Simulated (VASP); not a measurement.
The system is Al2O3.

```
CELL_PARAMETERS angstrom
2.41157 1.39232 4.38887
-2.41157 1.39232 4.38887
0.00000 -2.78464 4.38887
ATOMIC_POSITIONS crystal
Al 0.85216 0.85216 0.85216
Al 0.64784 0.64784 0.64784
Al 0.14784 0.14784 0.14784
Al 0.35216 0.35216 0.35216
O 0.05668 0.75000 0.44332
O 0.75000 0.44332 0.05668
O 0.44332 0.05668 0.75000
O 0.94332 0.25000 0.55668
O 0.25000 0.55668 0.94332
O 0.55668 0.94332 0.25000
```

Base run:

* Program: VASP 6.6.1
* Functional: PBE
* Potentials or basis: VASP PAW PBE potentials, release 64 (Al, O)
* Cutoff: 520 eV
* k mesh: 7 × 7 × 7
* Occupations: fermi-dirac, width 0.05 eV
* Spin: no spin polarisation

Its results: band gap on the k mesh 5.73 eV; pressure -2.3 GPa; largest force 0.061 eV/Å.

Q: The run is repeated on the same cell with these changes: functional from PBE to b88 exchange, pbe correlation; cutoff from 520 eV to 600 eV. What comes out?

A: Band gap on the k mesh 5.77 eV; pressure -2.7 GPa; largest force 0.069 eV/Å.

Caveats: the PAW data sets were made with another functional, which shifts forces and pressure a little (at least some runs).

A k mesh can miss the band edges.
